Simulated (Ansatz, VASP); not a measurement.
## InPd in VASP and in Ansatz

Contents of POSCAR:

```
InPd
1.0
    3.2718847800      0.0000000000      0.0000000000
    0.0000000000      3.2718847800      0.0000000000
    0.0000000000      0.0000000000      3.2718847800
In Pd
1 1
Direct
    0.0000000000      0.0000000000      0.0000000000
    0.4338282472      0.4338282472      0.4338282472
```

The input INCAR.step1:

```
ALGO     = Normal         # electronic algorithm
EDIFF    = 1E-4           # SCF threshold, eV
ENCUT    = 520            # plane-wave cutoff, eV
GGA      = PE             # functional
ISMEAR   = 0              # smearing method
LASPH    = T              # aspherical terms in the spheres
LCHARG   = F              # write CHGCAR
LREAL    = F              # projectors in reciprocal space
LWAVE    = T              # write WAVECAR
NBANDS   = 18             # bands
NELM     = 100            # most SCF steps
PREC     = Accurate       # precision mode
SIGMA    = 0.15           # smearing width, eV
```

File INCAR.step2:

```
ALGO     = Normal         # electronic algorithm
EDIFF    = 1E-7           # SCF threshold, eV
ENCUT    = 520            # plane-wave cutoff, eV
ISIF     = 2              # what is computed and relaxed
ISMEAR   = 0              # smearing method
ISTART   = 1            
LASPH    = T              # aspherical terms in the spheres
LCHARG   = F              # write CHGCAR
LMIXTAU  = T            
LREAL    = F              # projectors in reciprocal space
LWAVE    = F              # write WAVECAR
METAGGA  = R2SCAN         # meta-GGA
NBANDS   = 18             # bands
NELM     = 100            # most SCF steps
PREC     = Accurate       # precision mode
SIGMA    = 0.15           # smearing width, eV
```

File KPOINTS:

```
k-points
0
Gamma
  14 14 14
```

Input for Ansatz:

```yaml
crystal:
  lattice:
    - [3.27188478, 0.0, 0.0]
    - [0.0, 3.27188478, 0.0]
    - [0.0, 0.0, 3.27188478]
  atoms:
    - { symbol: In, position: [0.0, 0.0, 0.0] }
    - { symbol: Pd, position: [0.4338282472, 0.4338282472, 0.4338282472] }
basis:
  ecutwfc: 500
kpoints:
  mp_grid: { grid: [14, 14, 14] }
hamiltonian:
  xc: r2scan
scf:
  occupations: { method: gaussian, width: 0.15 }
output:
  forces: true
  stress: true
  eigenvalues: true
```

Change from the starting cell: all Pd atoms moved +0.375 Å, as atom 2 towards its neighbour atom 1 (In) at 2.834 Å.

Alike in both runs: task single point; functional r2SCAN; k mesh 14 × 14 × 14; occupations gaussian, width 0.15 eV; no spin polarisation.

|  | VASP | Ansatz |
| --- | --- | --- |
| version | VASP 6.6.1 | Ansatz 0.2.0 |
| potentials or method | VASP PAW PBE potentials, release 64 (In_d, Pd), cutoff 520 eV | scalar-relativistic, plane waves, PAW |
| valence electrons in the cell | 23 | 31 |

Ansatz gave:

* gap on the k mesh at the Fermi level (eV): none
* pressure (GPa): 7.1
* traceless stress, the component that is largest in VASP (GPa): 5.43
* rms of the force components (eV/Å): 1.292

Which values does VASP return?

gap on the k mesh at the Fermi level (eV): none; pressure (GPa): 7.8; traceless stress, the component that is largest in VASP (GPa): 5.57; rms of the force components (eV/Å): 1.337.

VASP's potentials were made for PBE, not for r2SCAN. Atom by atom the forces differ by 0.045 eV/Å (rms over components). A gap of «none» marks a metal or a gap that the smearing closes. VASP's potentials hold 23 valence electrons a cell and Ansatz's 31, so a difference there can come from the potentials and not from the codes.
